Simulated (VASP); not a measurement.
Set up this calculation in VASP 6.6.1, as the native input.

| Quantity | Value |
| --- | --- |
| Task | single point |
| Functional | LDA |
| Potentials or basis | VASP PAW LDA potentials, release 64 (Si) |
| Cutoff | 520 eV |
| k mesh | 12 × 12 × 12 |
| Occupations | fermi-dirac, width 0.08 eV |
| Spin | no spin polarisation |
| Dipole correction | no |
| Further INCAR settings | ALGO = Normal; EDIFF = 1e-06; NBANDS = 11 |

The structure of Si lies in POSCAR:

```
Si
1.0
    0.0000000000      2.4862552892      2.4862552892
    2.4862552892      0.0000000000      2.4862552892
    2.4862552892      2.4862552892      0.0000000000
Si
2
Direct
   -0.1250000000     -0.1250000000     -0.1250000000
    0.1250000000      0.1250000000      0.1250000000
```

This cell differs from its parent crystal: volume scaled by 0.78.

These files were run (other wordings do the same):

INCAR

```
SYSTEM = Si
ALGO = Normal
EDIFF = 1E-6
ENCUT = 520
GGA = CA
ISIF = 2
ISMEAR = -1
LASPH = .True.
LCHARG = .True.
LELF = .True.
LREAL = .False.
LVHAR = .True.
LWAVE = .False.
NBANDS = 11
NELM = 60
PREC = Accurate
SIGMA = 0.08
```

KPOINTS

```
k-points
0
Gamma
  12 12 12
  0 0 0
```

Potentials or basis: VASP PAW LDA potentials, release 64 (Si).

Launch:

```sh
$ cat potpaw_LDA.64/Si/POTCAR > POTCAR
$ mpirun -np 1 vasp_std > vasp.out
```

It gave:

```
Pressure               : 39.9 GPa
Band gap on the k mesh : zero (band 4 reaches 8.81 eV, above the bottom of band 5 at 8.72 eV)
```

It took 16 s on 1 thread of Intel Xeon 6975P-C, with other jobs on the host, peak memory 0.14 GiB.
